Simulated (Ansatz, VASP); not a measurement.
**One calculation of ZnSe, two programs**

INCAR

```
SYSTEM = ZnSe
PREC = Accurate ; ENCUT = 520
EDIFF = 1E-6 ; ISMEAR = -1
SIGMA = 0.03 ; LREAL = .False.
LASPH = .True. ; NELM = 80
ALGO = Normal ; ISIF = 2
LWAVE = .False. ; LCHARG = .True.
LELF = .True. ; LVHAR = .True.
NBANDS = 16
```

File KPOINTS:

```
Automatic mesh
0
Gamma
  8 8 8
  0 0 0
```

The input POSCAR:

```
ZnSe
1.0
    0.0000000000      2.8338000000      2.8904760000
    2.8338000000      0.0000000000      2.8904760000
    2.8338000000      2.8338000000      0.0000000000
Zn Se
1 1
Direct
    0.0000000000      0.0000000000      0.0000000000
    0.7500000000      0.7500000000      0.7500000000
```

Input for Ansatz:

```yaml
crystal:
  lattice:
    - [0.0, 2.8338, 2.890476]
    - [2.8338, 0.0, 2.890476]
    - [2.8338, 2.8338, 0.0]
  atoms:
    - { symbol: Zn, position: [0.0, 0.0, 0.0] }
    - { symbol: Se, position: [0.75, 0.75, 0.75] }
kpoints:
  mp_grid: { grid: [8, 8, 8] }
  band_path:
    path:
      - [0.0, 0.0, 0.0]
      - [0.5, 0.0, 0.5]
      - [0.75, 0.25, 0.5]
      - [0.5, 0.5, 0.5]
      - [0.0, 0.0, 0.0]
      - [0.5, 0.5, 0.0]
      - [0.6298539023, 0.6298539023, 0.2597078047]
      - [0.3701460977, 0.3701460977, 0.7402921953]
      - [0.0, 0.0, 0.0]
    npoints: 5
scf:
  occupations: { method: fermi_dirac, width: 0.03 }
hamiltonian:
  xc: lda
  pseudopotentials: { kind: all_electron, lapw: { basis_error: 0.001 } }
output:
  forces: true
  stress: true
  eigenvalues: true
```

Change from the starting cell: zz strain of +2 %.

Alike in both runs: task single point; functional LDA; k mesh 8 × 8 × 8; occupations fermi-dirac, width 0.03 eV; no spin polarisation.

|  | VASP | Ansatz |
| --- | --- | --- |
| version | VASP 6.6.1 | Ansatz 0.2.0 |
| potentials or method | VASP PAW LDA potentials, release 64 (Zn, Se), cutoff 520 eV | all-electron LAPW, scalar-relativistic |

Ansatz gave:

```
pressure (GPa)                                                : -4.4
traceless stress, the component that is largest in VASP (GPa) : -0.55
```

Task: Estimate VASP's values.

Result: Pressure (GPa): -4.2; traceless stress, the component that is largest in VASP (GPa): -0.54.

LDA's correlation is that of Perdew and Zunger in VASP and of Perdew and Wang (1992) in Ansatz. Ansatz ran all-electron here, and VASP with PAW potentials.
